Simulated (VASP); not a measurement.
# Rb (Pnma) in VASP: relaxation of cell and atoms with PBEsol

Aim: the relaxation of cell and atoms of Rb with PBEsol.

Everything below comes from runs of VASP 6.6.1. Logs are shortened: lines on timing, memory, paths and dates and some standing lists are left out, and cuts for length are marked.

## 1. The cell of the first run

It takes space group Pnma (No. 62, orthorhombic). Conventional cell: a = 5.740 Å, b = 4.640 Å, c = 12.380 Å, α = 90.00°, β = 90.00°, γ = 90.00°. Within 4.7 Å of Rb (site symmetry m) lie 6 Rb at 3.56 to 4.64 Å.

## 2. Relaxation of cell and atoms, PBEsol

Input file INCAR:

```
ALGO = Fast
EDIFF = 1E-7
EDIFFG = -0.05
ENCUT = 600
GGA = PS
IBRION = 2
ISIF = 3
ISMEAR = 0
LASPH = True
LCHARG = False
LREAL = False
LWAVE = False
NELM = 100
NSW = 100
PREC = Accurate
SIGMA = 0.1
```

Input file KPOINTS:

```
k-points
0
Gamma
  4 4 2
```

Input file POSCAR:

```
Rb
1.0
    5.7400000000      0.0000000000      0.0000000000
    0.0000000000      4.6400000000      0.0000000000
    0.0000000000      0.0000000000     12.3800000000
Rb
4
Direct
    0.0470000000      0.2500000000      0.8930000000
    0.4530000000      0.7500000000      0.3930000000
    0.5470000000      0.2500000000      0.6070000000
    0.9530000000      0.7500000000      0.1070000000
```

Potentials or basis: VASP PAW PBE potentials, release 64 (Rb_sv).

Run with:

```bash
> cat potpaw_PBE.64/Rb_sv/POTCAR > POTCAR
> mpirun -np 1 vasp_std > vasp.out
```

OUTCAR:

```text
EDIFF = 1E-7
   EDIFFG = -0.05
   ENCUT = 600
   GGA = PS
   IBRION = 2
   ISIF = 3
   ISMEAR = 0
   LASPH = True
   LREAL = False
   NELM = 100
   NSW = 100
   PREC = Accurate

 ion  position               nearest neighbor table
   1  0.047  0.250  0.893-   4 3.56   4 3.56   3 4.56   3 4.56
   2  0.453  0.750  0.393-   3 3.56   3 3.56   4 4.56   4 4.56
   3  0.547  0.250  0.607-   2 3.56   2 3.56   1 4.56   1 4.56
   4  0.953  0.750  0.107-   1 3.56   1 3.56   2 4.56   2 4.56

  LATTYP: Found a simple orthorhombic cell.
 ALAT       =     4.6400000000
 B/A-ratio  =     1.2370689655
 C/A-ratio  =     2.6681034483

  Lattice vectors:

 A1 = (   0.0000000000,  -4.6400000000,   0.0000000000)
 A2 = (   5.7400000000,   0.0000000000,   0.0000000000)
 A3 = (   0.0000000000,   0.0000000000,  12.3800000000)

Analysis of symmetry for initial positions (statically):
=====================================================================
 Subroutine PRICEL returns:
 Original cell was already a primitive cell.

 Routine SETGRP: Setting up the symmetry group for a
 simple orthorhombic supercell.

 Subroutine GETGRP returns: Found  8 space group operations
 (whereof  2 operations were pure point group operations)
 out of a pool of  8 trial point group operations.

The static configuration has the point symmetry S_2 .
 The point group associated with its full space group is D_2h.

Analysis of symmetry for dynamics (positions and initial velocities):
=====================================================================
 Subroutine PRICEL returns:
 Original cell was already a primitive cell.

 Routine SETGRP: Setting up the symmetry group for a
 simple orthorhombic supercell.

 Subroutine GETGRP returns: Found  8 space group operations
 (whereof  2 operations were pure point group operations)
 out of a pool of  8 trial point group operations.

The dynamic configuration has the point symmetry S_2 .
 The point group associated with its full space group is D_2h.

 Subroutine INISYM returns: Found  8 space group operations
 (whereof  2 operations are pure point group operations),
 and found     1 'primitive' translations

----------------------------------------------------------------------------------------

                                     Primitive cell

  volume of cell :     329.7240

  direct lattice vectors                    reciprocal lattice vectors
     5.740000000  0.000000000  0.000000000     0.174216028  0.000000000  0.000000000
     0.000000000  4.640000000  0.000000000     0.000000000  0.215517241  0.000000000
     0.000000000  0.000000000 12.380000000     0.000000000  0.000000000  0.080775444

  length of vectors
     5.740000000  4.640000000 12.380000000     0.174216028  0.215517241  0.080775444

  position of ions in fractional coordinates (direct lattice)
     0.047000000  0.250000000  0.893000000
     0.453000000  0.750000000  0.393000000
     0.547000000  0.250000000  0.607000000
     0.953000000  0.750000000  0.107000000

  ion indices of the primitive-cell ions
   primitive index   ion index
                 1           1
                 2           2
                 3           3
                 4           4

----------------------------------------------------------------------------------------

 KPOINTS: k-points

Automatic generation of k-mesh.
 Grid dimensions read from file:
 generate k-points for:    4    4    2

 Generating k-lattice:

  Cartesian coordinates                     Fractional coordinates (reciprocal lattice)
     0.043554007  0.000000000  0.000000000     0.250000000  0.000000000  0.000000000
     0.000000000  0.053879310  0.000000000     0.000000000  0.250000000  0.000000000
     0.000000000  0.000000000  0.040387722     0.000000000  0.000000000  0.500000000

  Length of vectors
     0.043554007  0.053879310  0.040387722

  Shift w.r.t. Gamma in fractional coordinates (k-lattice)
     0.000000000  0.000000000  0.000000000

 Subroutine IBZKPT returns following result:
 ===========================================

 Found     18 irreducible k-points:

 Following reciprocal coordinates:
            Coordinates               Weight
  0.000000  0.000000  0.000000      1.000000
  0.250000  0.000000  0.000000      2.000000
  0.500000  0.000000  0.000000      1.000000
  0.000000  0.250000  0.000000      2.000000
  0.250000  0.250000  0.000000      4.000000
  0.500000  0.250000  0.000000      2.000000
[... 10 lines left out ...]
  0.250000  0.500000  0.500000      2.000000
  0.500000  0.500000  0.500000      1.000000
   k-points           NKPTS =     18   k-points in BZ     NKDIM =     18   number of bands    NBANDS=     22
   number of dos      NEDOS =    301   number of ions     NIONS =      4
   total plane-waves  NPLWV = 192000
   dimension x,y,z NGX =    48 NGY =   40 NGZ =  100
   dimension x,y,z NGXF=    96 NGYF=   80 NGZF=  200
   ions per type =               4
   NGX,Y,Z   is equivalent  to a cutoff of  13.90, 14.33, 13.43 a.u.
   NGXF,Y,Z  is equivalent  to a cutoff of  27.80, 28.66, 26.86 a.u.
 SYSTEM =  unknown system
   PREC   = accura    normal or accurate (medium, high low for compatibility)
   ISTART =      0    job   : 0-new  1-cont  2-samecut
   ICHARG =      2    charge: 1-file 2-atom 10-const
   ISPIN  =      1    spin polarized calculation?
   LNONCOLLINEAR =      F non collinear calculations
   LSORBIT =      F    spin-orbit coupling
   LASPH  =      T    aspherical Exc in radial PAW
   ENCUT  =  600.0 eV  44.10 Ry    6.64 a.u.  11.46  9.27 24.73*2*pi/ulx,y,z
   NELM   =    100;   NELMIN=  2; NELMDL= -5     # of ELM steps
   EDIFF  = 0.1E-06   stopping-criterion for ELM
   LREAL  =      F    real-space projection
   EDIFFG = -.5E-01   stopping-criterion for IOM
   NSW    =    100    number of steps for IOM
   IBRION =      2    ionic relax: 0-MD 1-quasi-New 2-CG
   NFREE  =      1    steps in history (QN), initial steepest desc. (CG)
   ISIF   =      3    stress and relaxation
   ISYM   =      2    0-nonsym 1-usesym 2-fastsym
   POTIM  = 0.5000    time-step for ionic-motion
   TEBEG  =    0.0;   TEEND  =   0.0 temperature during run
   PSTRESS=    0.0 pullay stress
   NELECT =      36.0000    total number of electrons
   NUPDOWN=      -1.0000    fix difference up-down
   EMIN   =  10.00;   EMAX   =-10.00  energy-range for DOS
   EFERMI =   0.00;   METHOD = LEGACY
   ISMEAR =     0;   SIGMA  =   0.10  broadening in eV -4-tet -1-fermi 0-gaus
   EFERMI_NEDOS =   21; number of points for ismear=-14 and -15
   IALGO  =     68    algorithm
   IMIX   =      4    mixing-type and parameters
     AMIX     =   0.40;   BMIX     =  1.00
     AMIX_MAG =   1.60;   BMIX_MAG =  1.00
  volume/ion in A,a.u.               =      82.43       556.27
  Fermi-wavevector in a.u.,A,eV,Ry     =   0.782454  1.478624  8.329953  0.612234
  Thomas-Fermi vector in A             =   1.886181
   LORBIT       =      0    0 simple, 1 ext, 2 COOP (PROOUT), +10 PAW based schemes
   GGA     = PS    functional components
   LHFCALC =     F    Hartree Fock is set to
   AEXX    =    0.0000 exact exchange contribution
   IVDW    =     0    specifies the selected vdW correction
   LEPSILON=     F    determine dielectric tensor
   LRPA    =     F    only Hartree local field effects (RPA)
 conjugate gradient relaxation of ions
 non-spin polarized calculation
 RMM-DIIS sequential band-by-band and
 Gauss-broadening in eV      SIGMA  =   0.10
  energy-cutoff  :      600.00
  volume of cell :      329.72
 maximum number of plane-waves:     11028
 NGX is ok and might be reduce to    48
   NGX = 23   NGY = 19   NGZ = 49

--------------------------------------- Ionic step        1  -------------------------------------------

 number of electron      35.9999999 magnetization

 Free energy of the ion-electron system (eV)
  ---------------------------------------------------
  ext. energy  EPLUGINS =         0.00000000
  ---------------------------------------------------
  free energy    TOTEN  =        -2.78714954 eV

  energy without entropy =       -2.77415579  energy(sigma->0) =       -2.78065267

------------------------ aborting loop because EDIFF is reached ----------------------------------------

  FORCE on cell =-STRESS in cart. coord.  units (eV):
  Direction    XX          YY          ZZ          XY          YZ          ZX
  --------------------------------------------------------------------------------------
  -------------------------------------------------------------------------------------
  Total       -1.0658102      3.1007355      3.8752941      0.0000000      0.0000000      0.0000000
  in kB       -5.1789287     15.0669304     18.8306250      0.0000000      0.0000000      0.0000000
  external PRESSURE =       9.5728756 kB  Pullay stress =       0.0000000 kB
[... 95 lines left out ...]
  FREE ENERGIE OF THE ION-ELECTRON SYSTEM (eV)
  ---------------------------------------------------
  free  energy   TOTEN  =        -3.5170875992 eV

  energy  without entropy=       -3.4901517526  energy(sigma->0) =       -3.50361968

 E-fermi :  -0.1241     XC(G=0):  -5.3178

 val. band max:       -0.1444279650   @ k =   0.0000   0.5000   0.5000
 cond. band min:      -0.1199736239   @ k =   0.2500   0.0000   0.5000
 fundamental gap:      0.0244543412
 Fermi energy:        -0.1240599877

 k-point     1 :       0.0000    0.0000    0.0000
  band No.  band energies     occupation
      1     -29.1760      2.00000
      2     -29.1726      2.00000
      3     -29.1724      2.00000
      4     -29.1690      2.00000
      5     -13.3447      2.00000
      6     -13.2775      2.00000
[... 424 lines left out ...]
      6     -13.3163      2.00000
[... 14 lines left out ...]
     21       1.2269      0.00000
     22       1.2270      0.00000

[... ionic steps 4 to 15 ...]

--------------------------------------- Ionic step       16  -------------------------------------------

 number of electron      36.0000001 magnetization

------------------------ aborting loop because EDIFF is reached ----------------------------------------

  FORCE on cell =-STRESS in cart. coord.  units (eV):
  Direction    XX          YY          ZZ          XY          YZ          ZX
  --------------------------------------------------------------------------------------
  -------------------------------------------------------------------------------------
  Total        0.0531148      0.0200446     -0.2494040     -0.0000000      0.0000000      0.0000000
  in kB        0.2342054      0.0883849     -1.0997262     -0.0000000      0.0000000      0.0000000
  external PRESSURE =      -0.2590453 kB  Pullay stress =       0.0000000 kB
[... 61 lines left out ...]
  energy  without entropy=       -3.8859854870  energy(sigma->0) =       -3.88839918

--------------------------------------- Ionic step       18  -------------------------------------------

 number of electron      36.0000000 magnetization

 Free energy of the ion-electron system (eV)
  ---------------------------------------------------
  ext. energy  EPLUGINS =         0.00000000
  ---------------------------------------------------
  free energy    TOTEN  =        -3.89248646 eV

  energy without entropy =       -3.88862837  energy(sigma->0) =       -3.89055741

 E-fermi :   0.0725     XC(G=0):  -5.5309

 val. band max:       -0.0659895952   @ k =   0.5000   0.0000   0.5000
 cond. band min:       0.2155564955   @ k =   0.2500   0.2500   0.5000
 fundamental gap:      0.2815460907
 Fermi energy:         0.0725012871

 k-point     1 :       0.0000    0.0000    0.0000
  band No.  band energies     occupation
      1     -28.9498      2.00000
      2     -28.9479      2.00000
      3     -28.9478      2.00000
      4     -28.9459      2.00000
      5     -13.0931      2.00000
      6     -13.0428      2.00000
[... 470 lines left out ...]
  FREE ENERGIE OF THE ION-ELECTRON SYSTEM (eV)
  ---------------------------------------------------
  free  energy   TOTEN  =        -3.8924864552 eV

  energy  without entropy=       -3.8886283709  energy(sigma->0) =       -3.89055741

 reached required accuracy - stopping structural energy minimisation
```

Wall time 41 min (1 thread of Intel Xeon 6975P-C (Granite Rapids), shared host); peak memory 0.56 GiB.

What came out:

- Free energy: -3.8925 eV
- Relaxed volume: 90.34 Å³/atom
- Relaxed cell: a = 4.577 Å, b = 4.572 Å, c = 17.267 Å, α = 90.00°, β = 90.00°, γ = 90.00°
- Space group after relaxing (to 0.1 Å): Pnma (No. 62)
- Energy gained by relaxing: 276.3 meV/atom
- Ionic steps: 18
- Pressure after relaxing: 0.0 GPa
- Largest force after relaxing: 0.015 eV/Å
- Band gap on the k mesh: zero (bands 18 and 19 overlap by 2.37 eV)

Forces on the atoms (eV/Å):
```
Rb   0.015  0.000 -0.004
Rb  -0.015  0.000 -0.004
Rb   0.015  0.000  0.004
Rb  -0.015  0.000  0.004
```

Step by step:
| step | energy change (eV) | largest force (eV/Å) | pressure (GPa) | volume (Å³) |
| --- | --- | --- | --- | --- |
| 1 | 0.0000 | 0.7301 | 0.96 | 329.72 |
| 2 | -0.3467 | 0.5220 | 0.57 | 353.44 |
| 3 | -0.7299 | 0.1905 | -0.01 | 409.63 |
| 4 | -0.7722 | 0.1154 | -0.13 | 430.45 |
| 5 | -0.7849 | 0.0722 | -0.20 | 446.67 |
| 6 | -0.7859 | 0.0628 | -0.22 | 450.86 |
| 7 | -0.8327 | 0.0520 | -0.20 | 436.46 |
| 8 | -0.9600 | 0.0248 | -0.10 | 393.34 |
| 9 | -0.8684 | 0.0741 | 0.64 | 308.33 |
| 10 | -1.0089 | 0.0284 | 0.03 | 365.98 |
| 11 | -1.0120 | 0.0390 | 0.13 | 351.34 |
| 12 | -1.0529 | 0.0275 | 0.15 | 345.12 |
| 13 | -1.0616 | 0.0219 | 0.19 | 341.01 |
| 14 | -1.0926 | 0.0143 | 0.06 | 351.69 |
| 15 | -1.1018 | 0.0157 | -0.06 | 367.85 |
| 16 | -1.1037 | 0.0141 | -0.03 | 363.35 |
| 17 | -1.1037 | 0.0140 | -0.02 | 362.91 |
| 18 | -1.1053 | 0.0153 | -0.02 | 361.37 |

Final structure:
```cif
data_structure
_symmetry_space_group_name_H-M 'P 1'
_symmetry_Int_Tables_number 1
_cell_length_a 4.5774
_cell_length_b 4.5722
_cell_length_c 17.2666
_cell_angle_alpha 90.000
_cell_angle_beta 90.000
_cell_angle_gamma 90.000
_cell_volume 361.37
loop_
_atom_site_label
_atom_site_type_symbol
_atom_site_fract_x
_atom_site_fract_y
_atom_site_fract_z
_atom_site_occupancy
Rb1 Rb 0.06357 0.25000 0.87581 1
Rb2 Rb 0.43643 0.75000 0.37581 1
Rb3 Rb 0.56357 0.25000 0.62419 1
Rb4 Rb 0.93643 0.75000 0.12419 1
```

Levels at points of the mesh, in eV from the Fermi level:
```
           k point  band 16  band 17  band 18  band 19  band 20  band 21
(0.00, 0.00, 0.00)   -13.05    -2.08    -1.48    -1.46    -0.14     0.37
(0.50, 0.00, 0.00)   -13.04    -0.15    -0.15     0.29     0.29     0.47
(0.00, 0.50, 0.00)   -13.04    -0.15    -0.15     0.36     0.36     0.40
(0.50, 0.50, 0.00)   -13.08     0.91     0.91     0.91     0.91     1.71
(0.00, 0.00, 0.50)   -13.05    -1.92    -1.92    -0.78    -0.78     1.07
(0.50, 0.00, 0.50)   -13.04    -0.14    -0.14     0.19     0.19     0.65
(0.00, 0.50, 0.50)   -13.04    -0.14    -0.14     0.22     0.22     0.62
(0.50, 0.50, 0.50)   -13.08     0.91     0.91     0.91     0.91     1.70
```

Caveat: a cell axis changed by over 15 % at a fixed basis, so the end point is rough; the PAW data sets were made with another functional, which shifts forces and pressure a little. Zero-point motion and thermal expansion aren't in these numbers.

The gap in the log of VASP goes by the Fermi energy; the results here count the filled bands.